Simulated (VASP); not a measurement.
**TaRu2: relaxation of cell and atoms with PBE**

TaRu2:

```xyz
3
Lattice="4.6324 0.0000 0.0000 -2.3162 4.0118 0.0000 0.0000 0.0000 2.6843" Properties=species:S:1:pos:R:3 pbc="T T T"
Ta    0.0000    0.0000    1.3422
Ru    0.0000    2.6745    1.3422
Ru    2.3162    1.3373    1.3422
```

The cell was generated, and may not be a known phase.

```
Program                : VASP 6.6.1
Task                   : relaxation of cell and atoms
Functional             : PBE
Potentials or basis    : VASP PAW PBE potentials, release 64 (Ta_pv, Ru_pv)
Cutoff                 : 600 eV
k mesh                 : 12 × 12 × 18
Occupations            : gaussian, width 0.1 eV
Spin                   : no spin polarisation
Dipole correction      : no
Further INCAR settings : ALGO = Fast; EDIFF = 1e-07; IBRION = 2; EDIFFG = -0.01; NSW = 100; ISIF = 3
```

| Quantity | Value |
| --- | --- |
| Relaxed volume | 16.59 Å³/atom |
| Relaxed cell | a = 4.643 Å, b = 4.643 Å, c = 2.665 Å, α = 90.00°, β = 90.00°, γ = 120.00° |
| Space group after relaxing (to 0.1 Å) | P6/mmm (No. 191) |
| Energy gained by relaxing | 1.0 meV/atom |
| Ionic steps | 5 |
| Pressure after relaxing | 0.0 GPa |

The path:
```csv
step,energy change (eV),largest force (eV/Å),pressure (GPa),volume (Å³)
1,0.0000,0.0000,-0.12,49.89
2,-0.0020,0.0000,-0.25,49.79
3,-0.0028,0.0000,-0.23,49.83
4,-0.0027,0.0000,0.45,49.66
5,-0.0029,0.0000,0.00,49.77
```

Final structure:
```yaml
crystal:
  lattice:
    - [4.64338, 0.00000, 0.00000]
    - [-2.32169, 4.02128, 0.00000]
    - [0.00000, 0.00000, 2.66549]
  atoms:
    - { symbol: Ta, position: [0.00000, 0.00000, 0.50000] }
    - { symbol: Ru, position: [0.33333, 0.66667, 0.50000] }
    - { symbol: Ru, position: [0.66667, 0.33333, 0.50000] }
```

Levels at points of the mesh, in eV from the Fermi level:
| k point | band 15 | band 16 | band 17 | band 18 | band 19 | band 20 | band 21 | band 22 | band 23 |
| --- | --- | --- | --- | --- | --- | --- | --- | --- | --- |
| (0.00, 0.00, 0.00) | -2.53 | -2.53 | -2.53 | -0.97 | -0.97 | -0.40 | -0.40 | 0.46 | 0.46 |
| (0.50, 0.00, 0.00) | -3.39 | -2.74 | -2.48 | -0.81 | -0.21 | 0.39 | 0.65 | 0.95 | 0.95 |
| (0.00, 0.00, 0.50) | -1.67 | -1.67 | -1.50 | -1.50 | -0.70 | 0.65 | 0.65 | 0.88 | 0.88 |
| (0.50, 0.00, 0.50) | -2.37 | -1.98 | -1.81 | -1.26 | -0.45 | 0.34 | 1.10 | 3.80 | 3.99 |

It took 9.9 min on 1 thread of Intel(R) Xeon(R) 6975P-C (Granite Rapids) (shared host), peak memory 0.41 GiB.

Caveat: the highest band is partly filled, so the run has too few bands; spin-orbit coupling is left out, which moves the levels of the heavy elements.
